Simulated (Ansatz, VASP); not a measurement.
**One calculation of Pd, two programs**

```
Pd
1.0
     0.00000    1.90520    1.90520
     1.90520    0.00000    1.90520
     1.90520    1.90520    0.00000
Pd
1
Direct
  0.00000 0.00000 0.00000
```

Change from the starting cell: volume scaled by 0.94.

Alike in both runs: task single point; functional LDA; k mesh 18 × 18 × 18; occupations fermi-dirac, width 0.05 eV; no spin polarisation.

```csv
,VASP,Ansatz
version,VASP 6.6.1,Ansatz 0.2.0
potentials or method,"VASP PAW LDA potentials, release 64 (Pd), cutoff 520 eV","all-electron LAPW, scalar-relativistic"
```

Ansatz gave:

| Item | Value |
| --- | --- |
| pressure (GPa) | 5.5 |

**Question.** What did VASP give for the same quantities?

**Answer.** Pressure (GPa): 5.8.

LDA's correlation is that of Perdew and Zunger in VASP and of Perdew and Wang (1992) in Ansatz. Ansatz ran all-electron here, and VASP with PAW potentials.
